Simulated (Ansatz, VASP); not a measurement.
AlN in VASP and in Ansatz

INCAR

```
  ALGO = Normal
  EDIFF = 1E-6
  ENCUT = 520
  ISIF = 2
  ISMEAR = -1
  LASPH = True
  LCHARG = False
  LREAL = False
  LWAVE = False
  NBANDS = 11
  NELM = 100
  PREC = Accurate
  SIGMA = 0.05
```

File KPOINTS:

```
k-points
0
Gamma
  10 10 10
```

POSCAR

```
AlN
1.0
    0.0000000000      2.2268278375      2.2268278375
    2.2268278375      0.0000000000      2.2268278375
    2.2268278375      2.2268278375      0.0000000000
Al N
1 1
Direct
    0.0000000000      0.0000000000      0.0000000000
    0.2500000000      0.2500000000      0.2500000000
```

Contents of input.yaml:

```yaml
crystal:
  lattice:
    - [0.0, 2.2268278375, 2.2268278375]
    - [2.2268278375, 0.0, 2.2268278375]
    - [2.2268278375, 2.2268278375, 0.0]
  atoms:
    - { symbol: Al, position: [0.0, 0.0, 0.0] }
    - { symbol: "N", position: [0.25, 0.25, 0.25] }
kpoints:
  mp_grid: { grid: [10, 10, 10] }
scf:
  occupations: { method: fermi_dirac, width: 0.05 }
hamiltonian:
  xc: lda
  pseudopotentials: { kind: all_electron, lapw: { basis_error: 0.001 } }
output:
  forces: true
  stress: true
  eigenvalues: true
```

Change from the starting cell: volume scaled by 1.06.

Alike in both runs: task single point; functional LDA; k mesh 10 × 10 × 10; occupations fermi-dirac, width 0.05 eV; no spin polarisation.

|  | VASP | Ansatz |
| --- | --- | --- |
| version | VASP 6.6.1 | Ansatz 0.2.0 |
| potentials or method | VASP PAW LDA potentials, release 64 (Al, N), cutoff 520 eV | all-electron LAPW, scalar-relativistic |

Ansatz gave:

| Item | Value |
| --- | --- |
| gap on the k mesh at the Fermi level (eV) | 3.21 |
| least direct gap on the mesh (eV) | 3.72 |
| pressure (GPa) | -13.8 |

**Question.** Estimate VASP's values.

**Answer.** gap on the k mesh at the Fermi level (eV): 3.20; least direct gap on the mesh (eV): 3.73; pressure (GPa): -13.4.

LDA's correlation is that of Perdew and Zunger in VASP and of Perdew and Wang (1992) in Ansatz. Ansatz ran all-electron here, and VASP with PAW potentials.
